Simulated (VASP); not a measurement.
Input of a VASP 6.6.1 run:

Contents of INCAR:

```
PREC = Accurate
ENCUT = 520
EDIFF = 1E-6
ISMEAR = -1
SIGMA = 0.05
LREAL = False
LASPH = True
NELM = 80
ALGO = Normal
ISIF = 2
LWAVE = False
LCHARG = False
NBANDS = 28
```

KPOINTS

```
Automatic mesh
0
Gamma
  5 5 5
```

POSCAR

```
Sr3Ca
1.0
    5.9887522400      0.0000000000      0.0000000000
    0.0000000000      5.9887522400      0.0000000000
    0.0000000000      0.0000000000      5.9887522400
Sr Ca
3 1
Direct
    0.0000000000      0.5000000000      0.5000000000
    0.5000000000      0.0000000000      0.5000000000
    0.5000000000      0.5000000000      0.0000000000
    0.0000000000      0.0000000000      0.0000000000
```

Potentials or basis: VASP PAW LDA potentials, release 64 (Sr_sv, Ca_sv).

Command:

```console
$ cat potpaw_LDA.64/Sr_sv/POTCAR potpaw_LDA.64/Ca_sv/POTCAR > POTCAR
$ mpirun -np 1 vasp_std > vasp.out
```

Problem. Predict the band gap on the k mesh.

Solution. Zero (bands 20 and 21 overlap by 0.04 eV).

Problem. Estimate the pressure.

Solution. -1.8 GPa.
